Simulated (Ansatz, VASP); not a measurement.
## PtS2: VASP beside Ansatz

File INCAR:

```
SYSTEM = PtS2
ALGO = Normal ; EDIFF = 1E-7
EDIFFG = -0.01 ; ENCUT = 520
GGA = PE ; IBRION = 2
ISIF = 2 ; ISMEAR = 0
LASPH = .TRUE. ; LCHARG = .FALSE.
LREAL = .FALSE. ; LWAVE = .FALSE.
NELM = 60 ; NSW = 50
PREC = Accurate ; SIGMA = 0.05
```

Contents of KPOINTS:

```
k-points
0
G
  12 12 6
  0 0 0
```

File POSCAR:

```
PtS2
1.0
    3.6457041849      0.0000000000      0.0000000000
   -1.8228520925      3.1572724388      0.0000000000
    0.0000000000      0.0000000000      7.2531284759
Pt S
1 2
Direct
    0.0000000000      0.0000000000      0.0000000000
    0.3333333333      0.6666666667      0.1889525212
    0.6666666667      0.3333333333      0.8110474788
```

Input for Ansatz:

```yaml
crystal:
  lattice:
    - [3.6457041849, 0.0, 0.0]
    - [-1.8228520925, 3.1572724388, 0.0]
    - [0.0, 0.0, 7.2531284759]
  atoms:
    - { symbol: Pt, position: [0.0, 0.0, 0.0] }
    - { symbol: S, position: [0.3333333333, 0.6666666667, 0.1889525212] }
    - { symbol: S, position: [0.6666666667, 0.3333333333, 0.8110474788] }
basis:
  ecutwfc: 420
kpoints:
  mp_grid: { grid: [12, 12, 6] }
hamiltonian:
  xc: pbe
  pseudopotentials: { kind: paw }
scf:
  occupations: { method: gaussian, width: 0.05 }
output:
  forces: true
  stress: true
  eigenvalues: true
relax:
  adjacent_minimum: "off"
  f_tol: 0.01
  max_steps: 30
```

Alike in both runs: task relaxation of the atoms; functional PBE; k mesh 12 × 12 × 6; occupations gaussian, width 0.05 eV; no spin polarisation.

|  | VASP | Ansatz |
| --- | --- | --- |
| version | VASP 6.6.1 | Ansatz 0.2.0 |
| potentials or method | VASP PAW PBE potentials, release 64 (Pt, S), cutoff 520 eV | scalar-relativistic, plane waves, PAW |
| valence electrons in the cell | 22 | 30 |

|  | VASP | Ansatz | Ansatz less VASP |
| --- | --- | --- | --- |
| gap on the k mesh at the Fermi level, each at its own relaxed structure (eV) | 1.52 | 1.51 | -0.002 |

VASP's potentials hold 22 valence electrons a cell and Ansatz's 30, so a difference there can come from the potentials and not from the codes. Ansatz's warnings: stress scf threshold loose.

Spin-orbit coupling is off throughout.
